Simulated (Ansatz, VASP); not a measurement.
Two plane-wave programs on HfC

```
Hf C
1.0
     0.00000    2.39475    2.32500
     2.39475    0.00000    2.32500
     2.39475    2.39475    0.00000
Hf C
1 1
Cartesian
  2.3948 2.3948 2.3250
  0.0000 0.0000 0.0000
```

Change from the starting cell: strain +0.030 along x and y, +0.000 along z, atoms carried along.

Alike in both runs: task single point; functional PBE; k mesh 18 × 18 × 18; occupations gaussian, width 0.15 eV; no spin polarisation.

|  | VASP | Ansatz |
| --- | --- | --- |
| version | VASP 6.6.1 | Ansatz 0.2.0 |
| potentials or method | VASP PAW PBE potentials, release 64 (Hf_pv, C), cutoff 520 eV | scalar-relativistic, plane waves, PAW |
| valence electrons in the cell | 14 | 30 |

```csv
,VASP,Ansatz,Ansatz less VASP
gap on the k mesh at the Fermi level (eV),none,none,-
pressure (GPa),-12.6,-11.8,+0.79
"traceless stress, the component that is largest in VASP (GPa)",6.33,6.29,-0.037
```

A gap of «none» marks a metal or a gap that the smearing closes. With one functional, cell and mesh, what is left measures potentials, basis and numerics. VASP's potentials hold 14 valence electrons a cell and Ansatz's 30, so a difference there can come from the potentials and not from the codes.

Neither program's run includes spin-orbit coupling.
